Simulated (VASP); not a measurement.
# Li (P2_13) in VASP: further runs

Li is run at these levels: LDA, r2SCAN; tasks: single point.

All numbers are computed with VASP 6.6.1; they aren't measurements. Logs are shortened: lines on timing, memory, paths and dates and some standing lists are left out, and cuts for length are marked.

## (1) The cell of the first run

The typed cell holds 4 atoms: a = 4.231 Å, b = 4.231 Å, c = 4.231 Å, α = 90.00°, β = 90.00°, γ = 90.00°.

This isn't the form of Li at room conditions, which is bcc.

## (2) Single point, LDA

Input file INCAR:

```
ALGO = Normal
EDIFF = 1E-6
ENCUT = 750
GGA_COMPAT = False
ISIF = 2
ISMEAR = -1
LASPH = True
LCHARG = False
LREAL = False
LWAVE = False
NBANDS = 14
NELM = 120
PREC = Accurate
SIGMA = 0.1
```

Input file KPOINTS:

```
k-points
0
Gamma
  5 5 5
```

Input file POSCAR:

```
Li
1.0
    4.2310495312      0.0000000000      0.0000000000
    0.0000000000      4.2310495312      0.0000000000
    0.0000000000      0.0000000000      4.2310495312
Li
4
Direct
    0.7498469762      0.2501530238      0.7501530238
    0.2498469762      0.2498469762      0.2498469762
    0.2501530238      0.7501530238      0.7498469762
    0.7501530238      0.7498469762      0.2501530238
```

Potentials or basis: VASP PAW LDA potentials, release 64 (Li_sv).

The run is started by

```
$ cat potpaw_LDA.64/Li_sv/POTCAR > POTCAR
$ mpirun -np 1 vasp_std > vasp.out
```

OUTCAR:

```text
EDIFF = 1E-6
   ENCUT = 750
   ISIF = 2
   ISMEAR = -1
   LASPH = True
   LREAL = False
   NELM = 120
   PREC = Accurate

 ion  position               nearest neighbor table
   1  0.750  0.250  0.750-
   2  0.250  0.250  0.250-
   3  0.250  0.750  0.750-
   4  0.750  0.750  0.250-

  LATTYP: Found a simple cubic cell.
 ALAT       =     4.2310495312

  Lattice vectors:

 A1 = (   4.2310495312,   0.0000000000,   0.0000000000)
 A2 = (   0.0000000000,   4.2310495312,   0.0000000000)
 A3 = (   0.0000000000,   0.0000000000,   4.2310495312)

Analysis of symmetry for initial positions (statically):
=====================================================================
 Subroutine PRICEL returns:
 Original cell was already a primitive cell.

 Routine SETGRP: Setting up the symmetry group for a
 simple cubic supercell.

 Subroutine GETGRP returns: Found 12 space group operations
 (whereof  3 operations were pure point group operations)
 out of a pool of 48 trial point group operations.

The static configuration has the point symmetry C_3 .
 The point group associated with its full space group is T   .

Analysis of symmetry for dynamics (positions and initial velocities):
=====================================================================
 Subroutine PRICEL returns:
 Original cell was already a primitive cell.

 Routine SETGRP: Setting up the symmetry group for a
 simple cubic supercell.

 Subroutine GETGRP returns: Found 12 space group operations
 (whereof  3 operations were pure point group operations)
 out of a pool of 48 trial point group operations.

The dynamic configuration has the point symmetry C_3 .
 The point group associated with its full space group is T   .

 Subroutine INISYM returns: Found 12 space group operations
 (whereof  3 operations are pure point group operations),
 and found     1 'primitive' translations

----------------------------------------------------------------------------------------

                                     Primitive cell

  volume of cell :      75.7433

  direct lattice vectors                    reciprocal lattice vectors
     4.231049531  0.000000000  0.000000000     0.236347978  0.000000000  0.000000000
     0.000000000  4.231049531  0.000000000     0.000000000  0.236347978  0.000000000
[... 83 lines left out ...]
   POTIM  = 0.5000    time-step for ionic-motion
   TEBEG  =    0.0;   TEEND  =   0.0 temperature during run
   PSTRESS=    0.0 pullay stress
   NELECT =      12.0000    total number of electrons
   NUPDOWN=      -1.0000    fix difference up-down
   EMIN   =  10.00;   EMAX   =-10.00  energy-range for DOS
   EFERMI =   0.00;   METHOD = LEGACY
   ISMEAR =    -1;   SIGMA  =   0.10  broadening in eV -4-tet -1-fermi 0-gaus
   EFERMI_NEDOS =   21; number of points for ismear=-14 and -15
   IALGO  =     38    algorithm
   IMIX   =      4    mixing-type and parameters
     AMIX     =   0.40;   BMIX     =  1.00
     AMIX_MAG =   1.60;   BMIX_MAG =  1.00
  volume/ion in A,a.u.               =      18.94       127.79
  Fermi-wavevector in a.u.,A,eV,Ry     =   0.885837  1.673989 10.676589  0.784707
  Thomas-Fermi vector in A             =   2.006923
   LORBIT       =      0    0 simple, 1 ext, 2 COOP (PROOUT), +10 PAW based schemes
   GGA     = CA    functional components
   LHFCALC =     F    Hartree Fock is set to
   AEXX    =    0.0000 exact exchange contribution
   IVDW    =     0    specifies the selected vdW correction
   LEPSILON=     F    determine dielectric tensor
   LRPA    =     F    only Hartree local field effects (RPA)
 non-spin polarized calculation
  energy-cutoff  :      750.00
  volume of cell :       75.74
 maximum number of plane-waves:      3575
 NGX is ok and might be reduce to    40
   NGX = 19   NGY = 19   NGZ = 19

 number of electron      12.0000011 magnetization

 Free energy of the ion-electron system (eV)
  ---------------------------------------------------
  ext. energy  EPLUGINS =         0.00000000
  ---------------------------------------------------
  free energy    TOTEN  =        -8.24645473 eV

  energy without entropy =       -8.18892467  energy(sigma->0) =       -8.21768970

 E-fermi :   0.7180     XC(G=0):  -7.3175

 val. band max:        0.5254986988   @ k =   0.4000   0.4000   0.2000
 cond. band min:       0.8369556200   @ k =   0.4000   0.4000   0.4000
 fundamental gap:      0.3114569212
 Fermi energy:         0.7179995075

 k-point     1 :       0.0000    0.0000    0.0000
  band No.  band energies     occupation
      1     -44.7119      2.00000
      2     -44.6772      2.00000
      3     -44.6772      2.00000
      4     -44.6772      2.00000
      5      -2.7914      2.00000
      6       2.3411      0.00000
      7       2.3411      0.00000
      8       2.3411      0.00000
      9       5.8050      0.00000
     10       5.8050      0.00000
     11       5.8050      0.00000
     12       9.5014      0.00000
     13       9.5014      0.00000
     14       9.5014      0.00000
[... 156 lines left out ...]
      1     -44.6881      2.00000
      2     -44.6848      2.00000
      3     -44.6848      2.00000
      4     -44.6848      2.00000
      5      -0.0363      1.99894
      6       0.8370      0.46667
      7       0.8375      0.46476
      8       0.8380      0.46284
      9       4.2014      0.00000
     10       4.2017      0.00000
     11       4.2020      0.00000
     12       5.2031      0.00000
     13      12.9350      0.00000
     14      12.9368      0.00000

------------------------ aborting loop because EDIFF is reached ----------------------------------------

  FORCE on cell =-STRESS in cart. coord.  units (eV):
  Direction    XX          YY          ZZ          XY          YZ          ZX
  --------------------------------------------------------------------------------------
  -------------------------------------------------------------------------------------
  Total       -0.0679775     -0.0679775     -0.0679775     -0.0000000      0.0000000      0.0000000
  in kB       -1.4379095     -1.4379095     -1.4379095     -0.0000000      0.0000000      0.0000000
  external PRESSURE =      -1.4379095 kB  Pullay stress =       0.0000000 kB

 VOLUME and BASIS-vectors are now :
 -----------------------------------------------------------------------------
  energy-cutoff  :      750.00
  volume of cell :       75.74
      direct lattice vectors                 reciprocal lattice vectors
     4.231049531  0.000000000  0.000000000     0.236347978  0.000000000  0.000000000
     0.000000000  4.231049531  0.000000000     0.000000000  0.236347978  0.000000000
     0.000000000  0.000000000  4.231049531     0.000000000  0.000000000  0.236347978

 POSITION                                       TOTAL-FORCE (eV/Angst)
 -----------------------------------------------------------------------------------
      3.17264      1.05841      3.17393         0.001032     -0.001032     -0.001032
      1.05711      1.05711      1.05711         0.001032      0.001032      0.001032
      1.05841      3.17393      3.17264        -0.001032     -0.001032      0.001032
      3.17393      3.17264      1.05841        -0.001032      0.001032     -0.001032
 -----------------------------------------------------------------------------------
    total drift:                                0.000000      0.000000      0.000000

  FREE ENERGIE OF THE ION-ELECTRON SYSTEM (eV)
  ---------------------------------------------------
  free  energy   TOTEN  =        -8.2464547316 eV

  energy  without entropy=       -8.1889246740  energy(sigma->0) =       -8.21768970
```

OSZICAR:

```text
N       E                     dE             d eps       ncg     rms          rms(c)
DAV:   1     0.604199288074E+02    0.60420E+02   -0.64606E+03   308   0.105E+03
DAV:   2     0.549387992483E+01   -0.54926E+02   -0.53261E+02   350   0.252E+02
DAV:   3    -0.784394798106E+01   -0.13338E+02   -0.13170E+02   598   0.574E+01
DAV:   4    -0.822939973890E+01   -0.38545E+00   -0.38483E+00   396   0.177E+01
DAV:   5    -0.825079085177E+01   -0.21391E-01   -0.21386E-01   484   0.288E+00    0.410E-01
DAV:   6    -0.824774743028E+01    0.30434E-02   -0.34148E-03   506   0.376E-01    0.238E-01
DAV:   7    -0.824643434391E+01    0.13131E-02   -0.62679E-03   588   0.345E-01    0.811E-02
DAV:   8    -0.824658293769E+01   -0.14859E-03   -0.35781E-04   442   0.183E-01    0.914E-02
DAV:   9    -0.824645287252E+01    0.13007E-03   -0.89107E-05   444   0.997E-02    0.534E-03
DAV:  10    -0.824645456757E+01   -0.16950E-05   -0.19656E-05   444   0.352E-02    0.114E-03
DAV:  11    -0.824645473156E+01   -0.16399E-06   -0.67361E-07   350   0.763E-03
   1 F= -.82464547E+01 E0= -.82176897E+01  d E =-.575301E-01
```

Run time: 12 s. Hardware: 1 thread of Intel Xeon Platinum 8375C at 2.90GHz (Ice Lake), shared host; peak memory 0.18 GiB.

Results:

```yaml
Free_energy: -8.2465 eV
Pressure: -0.1 GPa
Band_gap_on_the_k_mesh: zero (bands 6 and 7 overlap by 1.97 eV)
```

Levels at points of the mesh, in eV from the Fermi level:
```tsv
k point	band 4	band 5	band 6	band 7	band 8	band 9
(0.00, 0.00, 0.00)	-45.40	-3.51	1.62	1.62	1.62	5.09
```

## (3) Single point, r2SCAN

POSCAR is that of step 2.

Input file INCAR.step1:

```
SYSTEM = Li
PREC = Accurate
ENCUT = 830
ISMEAR = -1
SIGMA = 0.1
LREAL = .False.
LASPH = .True.
NELM = 120
NBANDS = 14
GGA = PE
ALGO = Normal
EDIFF = 1E-5
LWAVE = .True.
LCHARG = .False.
GGA_COMPAT = .False.
```

Input file INCAR.step2:

```
SYSTEM = Li
PREC = Accurate
ENCUT = 830
EDIFF = 1E-6
ISMEAR = -1
SIGMA = 0.1
LREAL = .False.
LASPH = .True.
NELM = 120
ALGO = Normal
ISIF = 2
LWAVE = .False.
LCHARG = .False.
METAGGA = R2SCAN
LMIXTAU = .True.
NBANDS = 14
ISTART = 1
GGA_COMPAT = .False.
```

Input file KPOINTS:

```
Automatic mesh
0
Gamma
  7 7 7
  0 0 0
```

Potentials or basis: VASP PAW PBE potentials, release 64 (Li_sv).

The run is started by

```
$ cat potpaw_PBE.64/Li_sv/POTCAR > POTCAR
$ cp INCAR.step1 INCAR
$ mpirun -np 1 vasp_std > vasp.out
$ cp INCAR.step2 INCAR
$ mpirun -np 1 vasp_std > vasp.out
```

Wall time 2.2 min (1 thread of Intel Xeon Platinum 8375C at 2.90GHz (Ice Lake), shared host); peak memory 0.26 GiB.

The run converged. Its results:

```yaml
Free_energy: -9.5415 eV
Pressure: 1.2 GPa
Largest_force: 0.006 eV/Å
Band_gap_on_the_k_mesh: zero (bands 6 and 7 overlap by 2.29 eV)
```

Forces in eV/Å, atoms in the order of the input:
```
Li   0.004 -0.004 -0.004
Li   0.004  0.004  0.004
Li  -0.004 -0.004  0.004
Li  -0.004  0.004 -0.004
```

Levels at points of the mesh, in eV from the Fermi level:
```csv
k point,band 3,band 4,band 5,band 6,band 7,band 8,band 9,band 10
"(0.00, 0.00, 0.00)",-47.88,-47.88,-3.94,1.77,1.77,1.77,5.31,5.31
```

Caveat: the PAW data sets were made with another functional, which shifts forces and pressure a little.

The gap in the log of VASP goes by the Fermi energy; the results here count the filled bands.